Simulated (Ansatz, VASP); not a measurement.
# HfO2 in VASP and in Ansatz

```xyz
3
Lattice="0.0000 2.5575 2.5575 2.1739 0.0000 2.5575 2.1739 2.5575 0.0000" Properties=species:S:1:pos:R:3 pbc="T T T"
Hf    0.0000    0.0000    0.0000
O     1.0869    1.2788    1.2788
O     3.2608    3.8363    3.8363
```

Change from the starting cell: strain -0.1500 x Voigt [1, 0, 0, 0, 0, 0], atoms carried along.

Alike in both runs: task single point; functional r2SCAN; k mesh 8 × 8 × 8; occupations gaussian, width 0.05 eV; no spin polarisation.

|  | VASP | Ansatz |
| --- | --- | --- |
| version | VASP 6.6.1 | Ansatz 0.2.0 |
| potentials or method | VASP PAW PBE potentials, release 64 (Hf_pv, O), cutoff 520 eV | scalar-relativistic, plane waves, PAW |
| valence electrons in the cell | 22 | 38 |

|  | VASP | Ansatz | Ansatz less VASP |
| --- | --- | --- | --- |
| gap on the k mesh at the Fermi level (eV) | 1.81 | 1.82 | +0.002 |
| least direct gap on the mesh (eV) | 2.27 | 2.28 | +0.002 |
| pressure (GPa) | 42.5 | 47.5 | +4.97 |
| traceless stress, the component that is largest in VASP (GPa) | 66.58 | 65.45 | -1.133 |

VASP's potentials were made for PBE, not for r2SCAN. The pressures are high and differ by over a tenth, so treat them with care. With one functional, cell and mesh, what is left measures potentials, basis and numerics. VASP's potentials hold 22 valence electrons a cell and Ansatz's 38, so a difference there can come from the potentials and not from the codes.

Neither program's run includes spin-orbit coupling.
